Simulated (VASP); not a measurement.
# Ir (Im-3m) in VASP: further runs

The runs below take Ir through single point, with PBE.

Everything below comes from runs of VASP 6.6.1. Logs are shortened: lines on timing, memory, paths and dates and some standing lists are left out, and cuts for length are marked.

## (1) The cell of the first run

The structure is cubic, space group Im-3m (No. 229). Conventional cell: a = 3.165 Å, b = 3.165 Å, c = 3.165 Å, α = 90.00°, β = 90.00°, γ = 90.00°. Ir (site symmetry m-3m) has 14 Ir at 2.74 to 3.17 Å within 3.6 Å.

## (2) Single point, PBE

Contents of INCAR:

```
SYSTEM = Ir
PREC = Accurate
ENCUT = 520
EDIFF = 1E-6
ISMEAR = 0
SIGMA = 0.05
LREAL = .FALSE.
LASPH = .TRUE.
NELM = 80
ALGO = Normal
ISIF = 2
LWAVE = .FALSE.
LCHARG = .FALSE.
GGA = PE
NBANDS = 10
```

Contents of KPOINTS:

```
regular mesh
0
G
  10 10 10
  0 0 0
```

Contents of POSCAR:

```
Ir
1.0
   -1.5825744495      1.5825744495      1.5825744495
    1.5825744495     -1.5825744495      1.5825744495
    1.5825744495      1.5825744495     -1.5825744495
Ir
1
Direct
    0.0000000000      0.0000000000      0.0000000000
```

Potentials or basis: VASP PAW PBE potentials, release 64 (Ir).

Started as:

```sh
$ cat potpaw_PBE.64/Ir/POTCAR > POTCAR
$ mpirun -np 1 vasp_std > vasp.out
```

OUTCAR:

```text
SYSTEM = Ir
   PREC = Accurate
   ENCUT = 520
   EDIFF = 1E-6
   ISMEAR = 0
   LREAL = .FALSE.
   LASPH = .TRUE.
   NELM = 80
   ISIF = 2
   GGA = PE

 ion  position               nearest neighbor table
   1  0.000  0.000  0.000-

  LATTYP: Found a body centered cubic cell.
 ALAT       =     3.1651488990

  Lattice vectors:

 A1 = (  -1.5825744495,   1.5825744495,   1.5825744495)
 A2 = (   1.5825744495,  -1.5825744495,   1.5825744495)
 A3 = (   1.5825744495,   1.5825744495,  -1.5825744495)

Analysis of symmetry for initial positions (statically):
=====================================================================
 Subroutine PRICEL returns:
 Original cell was already a primitive cell.

 Routine SETGRP: Setting up the symmetry group for a
 body centered cubic supercell.

 Subroutine GETGRP returns: Found 48 space group operations
 (whereof 48 operations were pure point group operations)
 out of a pool of 48 trial point group operations.

The static configuration has the point symmetry O_h .

Analysis of symmetry for dynamics (positions and initial velocities):
=====================================================================
 Subroutine PRICEL returns:
 Original cell was already a primitive cell.

 Routine SETGRP: Setting up the symmetry group for a
 body centered cubic supercell.

 Subroutine GETGRP returns: Found 48 space group operations
 (whereof 48 operations were pure point group operations)
 out of a pool of 48 trial point group operations.

The dynamic configuration has the point symmetry O_h .

 Subroutine INISYM returns: Found 48 space group operations
 (whereof 48 operations are pure point group operations),
 and found     1 'primitive' translations

----------------------------------------------------------------------------------------

                                     Primitive cell

  volume of cell :      15.8545

  direct lattice vectors                    reciprocal lattice vectors
    -1.582574450  1.582574450  1.582574450     0.000000000  0.315940903  0.315940903
     1.582574450 -1.582574450  1.582574450     0.315940903  0.000000000  0.315940903
     1.582574450  1.582574450 -1.582574450     0.315940903  0.315940903  0.000000000

  length of vectors
     2.741099353  2.741099353  2.741099353     0.446807909  0.446807909  0.446807909

  position of ions in fractional coordinates (direct lattice)
     0.000000000  0.000000000  0.000000000

  ion indices of the primitive-cell ions
   primitive index   ion index
                 1           1

----------------------------------------------------------------------------------------

 KPOINTS: regular mesh

Automatic generation of k-mesh.
 Grid dimensions read from file:
 generate k-points for:   10   10   10

 Generating k-lattice:

  Cartesian coordinates                     Fractional coordinates (reciprocal lattice)
     0.000000000  0.031594090  0.031594090     0.100000000  0.000000000  0.000000000
     0.031594090  0.000000000  0.031594090     0.000000000  0.100000000  0.000000000
     0.031594090  0.031594090  0.000000000     0.000000000  0.000000000  0.100000000

  Length of vectors
     0.044680791  0.044680791  0.044680791

  Shift w.r.t. Gamma in fractional coordinates (k-lattice)
     0.000000000  0.000000000  0.000000000

 Subroutine IBZKPT returns following result:
 ===========================================

 Found     47 irreducible k-points:

 Following reciprocal coordinates:
            Coordinates               Weight
  0.000000  0.000000  0.000000      1.000000
  0.100000  0.000000  0.000000     12.000000
  0.200000  0.000000  0.000000     12.000000
  0.300000  0.000000  0.000000     12.000000
  0.400000  0.000000  0.000000     12.000000
  0.500000  0.000000  0.000000      6.000000
[... 16 lines left out ...]
  0.300000  0.300000  0.100000      8.000000
 -0.300000  0.300000  0.100000     24.000000
 [... further k-points ...]
   k-points           NKPTS =     47   k-points in BZ     NKDIM =     47   number of bands    NBANDS=     10
   number of dos      NEDOS =    301   number of ions     NIONS =      1
   total plane-waves  NPLWV =   8000
   dimension x,y,z NGX =    20 NGY =   20 NGZ =   20
   dimension x,y,z NGXF=    40 NGYF=   40 NGZF=   40
   ions per type =               1
   NGX,Y,Z   is equivalent  to a cutoff of  12.13, 12.13, 12.13 a.u.
   NGXF,Y,Z  is equivalent  to a cutoff of  24.26, 24.26, 24.26 a.u.
 SYSTEM =  Ir
   PREC   = accura    normal or accurate (medium, high low for compatibility)
   ISTART =      0    job   : 0-new  1-cont  2-samecut
   ICHARG =      2    charge: 1-file 2-atom 10-const
   ISPIN  =      1    spin polarized calculation?
   LNONCOLLINEAR =      F non collinear calculations
   LSORBIT =      F    spin-orbit coupling
   LASPH  =      T    aspherical Exc in radial PAW
   ENCUT  =  520.0 eV  38.22 Ry    6.18 a.u.   5.10  5.10  5.10*2*pi/ulx,y,z
   NELM   =     80;   NELMIN=  2; NELMDL= -5     # of ELM steps
   EDIFF  = 0.1E-05   stopping-criterion for ELM
   LREAL  =      F    real-space projection
   EDIFFG = 0.1E-04   stopping-criterion for IOM
   NSW    =      0    number of steps for IOM
   IBRION =     -1    ionic relax: 0-MD 1-quasi-New 2-CG
   NFREE  =      0    steps in history (QN), initial steepest desc. (CG)
   ISIF   =      2    stress and relaxation
   ISYM   =      2    0-nonsym 1-usesym 2-fastsym
   POTIM  = 0.5000    time-step for ionic-motion
   TEBEG  =    0.0;   TEEND  =   0.0 temperature during run
   PSTRESS=    0.0 pullay stress
   NELECT =       9.0000    total number of electrons
   NUPDOWN=      -1.0000    fix difference up-down
   EMIN   =  10.00;   EMAX   =-10.00  energy-range for DOS
   EFERMI =   0.00;   METHOD = LEGACY
   ISMEAR =     0;   SIGMA  =   0.05  broadening in eV -4-tet -1-fermi 0-gaus
   EFERMI_NEDOS =   21; number of points for ismear=-14 and -15
   IALGO  =     38    algorithm
   IMIX   =      4    mixing-type and parameters
     AMIX     =   0.40;   BMIX     =  1.00
     AMIX_MAG =   1.60;   BMIX_MAG =  1.00
  volume/ion in A,a.u.               =      15.85       106.99
  Fermi-wavevector in a.u.,A,eV,Ry     =   1.355517  2.561555 24.999690  1.837425
  Thomas-Fermi vector in A             =   2.482598
   LORBIT       =      0    0 simple, 1 ext, 2 COOP (PROOUT), +10 PAW based schemes
   GGA     = PE    functional components
   LHFCALC =     F    Hartree Fock is set to
   AEXX    =    0.0000 exact exchange contribution
   IVDW    =     0    specifies the selected vdW correction
   LEPSILON=     F    determine dielectric tensor
   LRPA    =     F    only Hartree local field effects (RPA)
 non-spin polarized calculation
 Gauss-broadening in eV      SIGMA  =   0.05
  energy-cutoff  :      520.00
  volume of cell :       15.85
 maximum number of plane-waves:       442
   NGX = 11   NGY = 11   NGZ = 11

 number of electron       8.9999999 magnetization

 Free energy of the ion-electron system (eV)
  ---------------------------------------------------
  ext. energy  EPLUGINS =         0.00000000
  ---------------------------------------------------
  free energy    TOTEN  =        -8.18750784 eV

  energy without entropy =       -8.18251841  energy(sigma->0) =       -8.18501313

 E-fermi :   8.3446     XC(G=0): -13.2961

 val. band max:        8.3349440138   @ k =  -0.4000   0.4000   0.4000
 cond. band min:       8.3501565762   @ k =   0.3000   0.2000   0.1000
 fundamental gap:      0.0152125624
 Fermi energy:         8.3445550442

 k-point     1 :       0.0000    0.0000    0.0000
  band No.  band energies     occupation
      1      -1.3855      2.00000
      2       5.1986      2.00000
      3       5.1986      2.00000
      4       5.1986      2.00000
      5       7.8998      2.00000
      6       7.8998      2.00000
      7      25.2257      0.00000
      8      25.2257      0.00000
      9      25.2257      0.00000
     10      35.0915      0.00000

 k-point     2 :       0.1000    0.0000    0.0000
  band No.  band energies     occupation
      1      -0.9725      2.00000
      2       5.0216      2.00000
      3       5.1844      2.00000
      4       5.5532      2.00000
      5       7.6814      2.00000
      6       7.9136      2.00000
      7      25.3990      0.00000
      8      25.5791      0.00000
      9      25.8550      0.00000
     10      32.2043      0.00000

 k-point     3 :       0.2000    0.0000    0.0000
  band No.  band energies     occupation
      1       0.1304      2.00000
      2       4.5868      2.00000
      3       5.0969      2.00000
      4       6.5654      2.00000
      5       7.4187      2.00000
      6       7.9725      2.00000
      7      24.7693      0.00000
      8      25.0052      0.00000
      9      27.5916      0.00000
     10      30.9297      0.00000

 k-point     4 :       0.3000    0.0000    0.0000
  band No.  band energies     occupation
      1       1.3154      2.00000
      2       4.0972      2.00000
      3       5.3828      2.00000
      4       7.5310      2.00000
      5       8.0506      2.00000
      6       8.0940      2.00000
      7      21.2034      0.00000
      8      23.3577      0.00000
      9      28.5643      0.00000
     10      30.0174      0.00000

 k-point     5 :       0.4000    0.0000    0.0000
  band No.  band energies     occupation
      1       1.7072      2.00000
      2       3.7327      2.00000
      3       6.8756      2.00000
      4       7.8614      2.00000
      5       8.2375      1.99753
      6       9.5707      0.00000
      7      17.3898      0.00000
      8      21.8875      0.00000
      9      25.5948      0.00000
     10      32.4633      0.00000

 k-point     6 :       0.5000    0.0000    0.0000
  band No.  band energies     occupation
      1       1.7027      2.00000
      2       3.5998      2.00000
      3       7.7197      2.00000
      4       8.3047      1.74092
      5       8.4480      0.00344
      6      10.2813      0.00000
      7      15.4131      0.00000
      8      21.3370      0.00000
      9      24.3772      0.00000
     10      32.5726      0.00000
[... 183 lines left out ...]
 k-point    21 :       0.3000    0.2000    0.1000
  band No.  band energies     occupation
      1       3.1086      2.00000
      2       3.8514      2.00000
      3       5.2495      2.00000
      4       8.0903      2.00000
      5       8.3502      0.87411
      6      13.6502      0.00000
      7      15.3113      0.00000
      8      19.5093      0.00000
      9      21.8674      0.00000
     10      31.8300      0.00000

 k-point    22 :      -0.2000    0.2000    0.1000
  band No.  band energies     occupation
      1       0.5150      2.00000
      2       4.9067      2.00000
      3       5.1780      2.00000
      4       6.4646      2.00000
      5       6.6708      2.00000
      6       8.3531      0.80919
      7      24.7831      0.00000
      8      25.3737      0.00000
      9      27.6913      0.00000
     10      28.7756      0.00000

 k-point    23 :       0.3000    0.3000    0.1000
  band No.  band energies     occupation
      1       3.2486      2.00000
      2       4.6012      2.00000
      3       4.6012      2.00000
      4       8.2841      1.91267
      5       8.2841      1.91267
      6      13.8341      0.00000
      7      16.8473      0.00000
      8      16.8473      0.00000
      9      21.9407      0.00000
     10      32.8238      0.00000

 k-point    24 :      -0.3000    0.3000    0.1000
  band No.  band energies     occupation
      1       1.6905      2.00000
      2       4.4487      2.00000
      3       5.1185      2.00000
      4       6.9595      2.00000
      5       7.9552      2.00000
      6       8.5171      0.00000
      7      21.2146      0.00000
      8      24.0267      0.00000
      9      27.1971      0.00000
     10      30.3468      0.00000

 [... further k-points ...]

------------------------ aborting loop because EDIFF is reached ----------------------------------------

  FORCE on cell =-STRESS in cart. coord.  units (eV):
  Direction    XX          YY          ZZ          XY          YZ          ZX
  --------------------------------------------------------------------------------------
  -------------------------------------------------------------------------------------
  Total       -1.3631219     -1.3631219     -1.3631219      0.0000000     -0.0000000      0.0000000
  in kB     -137.7503940   -137.7503940   -137.7503940      0.0000000     -0.0000000      0.0000000
  external PRESSURE =    -137.7503940 kB  Pullay stress =       0.0000000 kB

 VOLUME and BASIS-vectors are now :
 -----------------------------------------------------------------------------
  energy-cutoff  :      520.00
  volume of cell :       15.85
      direct lattice vectors                 reciprocal lattice vectors
    -1.582574450  1.582574450  1.582574450     0.000000000  0.315940903  0.315940903
     1.582574450 -1.582574450  1.582574450     0.315940903  0.000000000  0.315940903
     1.582574450  1.582574450 -1.582574450     0.315940903  0.315940903  0.000000000

 POSITION                                       TOTAL-FORCE (eV/Angst)
 -----------------------------------------------------------------------------------
      0.00000      0.00000      0.00000        -0.000000     -0.000000      0.000000
 -----------------------------------------------------------------------------------
    total drift:                                0.000000     -0.000000      0.000000

  FREE ENERGIE OF THE ION-ELECTRON SYSTEM (eV)
  ---------------------------------------------------
  free  energy   TOTEN  =        -8.1875078436 eV

  energy  without entropy=       -8.1825184145  energy(sigma->0) =       -8.18501313
```

Wall time 6.9 s (1 thread of Intel Xeon 6975P-C, shared host); peak memory 0.13 GiB.

Results:

* Free energy: -8.1875 eV
* Pressure: -13.8 GPa

Caveat: spin-orbit coupling is left out, which moves the levels of the heavy elements.

## (3) Single point, PBE

This run uses another cell than the first one, of 15.05 Å³/atom, 0.949 times its volume.

Contents of INCAR:

```
ALGO = Normal
EDIFF = 1E-6
ENCUT = 500
GGA = PE
GGA_COMPAT = False
ISIF = 2
ISMEAR = 0
LASPH = True
LCHARG = True
LELF = True
LREAL = False
LVHAR = True
LWAVE = False
NBANDS = 10
NELM = 120
PREC = Accurate
SIGMA = 0.05
```

Contents of KPOINTS:

```
k-points
0
Gamma
  10 10 10
```

Contents of POSCAR:

```
Ir
1.0
   -1.5554577017      1.5554577017      1.5554577017
    1.5554577017     -1.5554577017      1.5554577017
    1.5554577017      1.5554577017     -1.5554577017
Ir
1
Direct
    0.0000000000      0.0000000000      0.0000000000
```

Potentials or basis: VASP PAW PBE potentials, release 64 (Ir).

Started as:

```sh
$ cat potpaw_PBE.64/Ir/POTCAR > POTCAR
$ mpirun -np 1 vasp_std > vasp.out
```

Wall time 9 s (1 thread of Intel Xeon 8259CL, shared host); peak memory 0.13 GiB.

It converged, with:

```
Free energy : -8.2228 eV
Pressure    : 0.2 GPa
```

Levels at points of the mesh, in eV from the Fermi level:
```
           k point  band 2  band 3  band 4  band 5  band 6  band 7  band 8  band 9
(0.00, 0.00, 0.00)   -3.40   -3.40   -3.40   -0.50   -0.50   16.93   16.93   16.93
(0.50, 0.00, 0.00)   -5.14   -0.68   -0.04    0.00    2.12    7.61   13.04   16.57
(0.50, 0.50, 0.50)   -6.65    1.46    1.46    1.46    7.80    7.80    7.80   14.16
```

Caveat: spin-orbit coupling is left out, which moves the levels of the heavy elements.
